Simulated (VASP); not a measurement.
A run of VASP 6.6.1 is set up as follows.

INCAR

```
SYSTEM = Nb
PREC = Accurate
ENCUT = 520
EDIFF = 1E-6
ISMEAR = 0
SIGMA = 0.15
LREAL = .False.
LASPH = .True.
NELM = 60
ALGO = Fast
ISIF = 2
LWAVE = .False.
LCHARG = .True.
GGA = PS
LELF = .True.
LVHAR = .True.
NBANDS = 12
```

KPOINTS

```
regular mesh
0
Gamma
  20 20 20
  0 0 0
```

The input POSCAR:

```
Nb
1.0
   -1.6389907500      1.6389907500      1.6889092500
    1.6389907500     -1.6389907500      1.6889092500
    1.6389907500      1.6389907500     -1.6889092500
Nb
1
Direct
    0.0000000000      0.0000000000      0.0000000000
```

Potentials or basis: VASP PAW PBE potentials, release 64 (Nb_sv).

The run is started by

```sh
$ cat potpaw_PBE.64/Nb_sv/POTCAR > POTCAR
$ mpirun -np 1 vasp_std > vasp.out
```

Problem. Predict the pressure.

Solution. -6.3 GPa.

Stress tensor (GPa, compression positive):
```
-5.16  0.00  0.00
 0.00 -5.16  0.00
 0.00  0.00 -8.69
```

Caveat: the cell differs from its parent crystal (strain -0.015 along x and y, +0.015 along z); the PAW data sets were made with another functional, which shifts forces and pressure a little.
